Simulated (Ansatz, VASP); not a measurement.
One calculation of Ga2O3, two programs

The input INCAR:

```
SYSTEM = Ga2O3
ALGO     = Normal         ! electronic algorithm
EDIFF    = 1E-7           ! SCF threshold, eV
ENCUT    = 520            ! plane-wave cutoff, eV
GGA      = PE             ! functional
ISIF     = 2              ! what is computed and relaxed
ISMEAR   = 0              ! smearing method
KPAR     = 4            
LASPH    = .TRUE.         ! aspherical terms in the spheres
LCHARG   = .FALSE.        ! write CHGCAR
LREAL    = .FALSE.        ! projectors in reciprocal space
LWAVE    = .FALSE.        ! write WAVECAR
NBANDS   = 55             ! bands
NELM     = 80             ! most SCF steps
PREC     = Accurate       ! precision mode
SIGMA    = 0.05           ! smearing width, eV
```

KPOINTS

```
k-points
0
G
  8 6 8
  0 0 0
```

POSCAR

```
Ga2O3
1.0
    0.0000000000      3.0371000000      0.0000000000
   -1.3859888959      0.0000000000      5.6300087380
    6.1070000000     -1.5185500000      0.0000000000
Ga O
4 6
Direct
    0.0905000000      0.7946000000      0.1810000000
    0.9095000000      0.2054000000      0.8190000000
    0.6586600000      0.3140200000      0.3173200000
    0.3413400000      0.6859800000      0.6826800000
    0.1645000000      0.1098000000      0.3290000000
    0.8355000000      0.8902000000      0.6710000000
    0.1733000000      0.5632000000      0.3466000000
    0.8760892200      0.4368000000      0.6534000000
    0.4959000000      0.2566000000      0.9918000000
    0.5041000000      0.7434000000      0.0082000000
```

Input for Ansatz:

```yaml
crystal:
  lattice:
    - [0.0, 3.0371, 0.0]
    - [-1.3859888959, 0.0, 5.630008738]
    - [6.107, -1.51855, 0.0]
  atoms:
    - { symbol: Ga, position: [0.0905, 0.7946, 0.181] }
    - { symbol: Ga, position: [0.9095, 0.2054, 0.819] }
    - { symbol: Ga, position: [0.65866, 0.31402, 0.31732] }
    - { symbol: Ga, position: [0.34134, 0.68598, 0.68268] }
    - { symbol: O, position: [0.1645, 0.1098, 0.329] }
    - { symbol: O, position: [0.8355, 0.8902, 0.671] }
    - { symbol: O, position: [0.1733, 0.5632, 0.3466] }
    - { symbol: O, position: [0.87608922, 0.4368, 0.6534] }
    - { symbol: O, position: [0.4959, 0.2566, 0.9918] }
    - { symbol: O, position: [0.5041, 0.7434, 0.0082] }
basis:
  ecutwfc: 420
  fft_grid_basis: typed
kpoints:
  mp_grid: { grid: [8, 6, 8] }
hamiltonian:
  xc: pbe
scf:
  occupations: { method: gaussian, width: 0.05 }
output:
  forces: true
  stress: true
  eigenvalues: true
  bader: true
  write_density: true
  volumetric_format: npy
```

Alike in both runs: task single point; functional PBE; k mesh 8 × 6 × 8; occupations gaussian, width 0.05 eV; no spin polarisation.

|  | VASP | Ansatz |
| --- | --- | --- |
| version | VASP 6.6.1 | Ansatz 0.2.0 |
| potentials or method | VASP PAW PBE potentials, release 64 (Ga_d, O), cutoff 520 eV | scalar-relativistic, plane waves, PAW |
| valence electrons in the cell | 88 | 88 |

```tsv
	VASP	Ansatz	Ansatz less VASP
gap on the k mesh at the Fermi level (eV)	2.41	2.42	+0.015
pressure (GPa)	10.4	9.8	-0.64
traceless stress, the component that is largest in VASP (GPa)	0.72	0.62	-0.100
rms of the force components (eV/Å)	0.223	0.218	-0.0046
```

Atom by atom the forces differ by 0.010 eV/Å (rms over components).
